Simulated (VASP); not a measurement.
Zn, 2 atoms in the cell. Symmetry: Fd-3m, No. 227, cubic system. The conventional cell has a = 5.825 Å, b = 5.825 Å, c = 5.825 Å, α = 90.00°, β = 90.00°, γ = 90.00°. Zn (site symmetry -43m) has 4 Zn at 2.52 Å within 3.3 Å. 

- Program: VASP 6.6.1
- Task: single point
- Functional: PBE
- Potentials or basis: VASP PAW PBE potentials, release 64 (Zn)
- Cutoff: 520 eV
- k mesh: 15 × 15 × 15
- Occupations: fermi-dirac, width 0.1 eV
- Spin: no spin polarisation
- Dipole correction: no
- Further INCAR settings: ALGO = Normal; EDIFF = 1e-06; NBANDS = 19

Potentials or basis: VASP PAW PBE potentials, release 64 (Zn).

Run with:

```bash
$ cat potpaw_PBE.64/Zn/POTCAR > POTCAR
$ mpirun -np 1 vasp_std > vasp.out
```

Hardware: 1 thread of AMD EPYC 9R45 96-Core Processor (Zen 5) (shared host).

Q: Estimate the wall time of this run.

A: It took 44 s on 1 thread of AMD EPYC 9R45 96-Core Processor (Zen 5) (shared host), peak memory 0.2 GiB. Counts: scf iterations 11, k points 120.
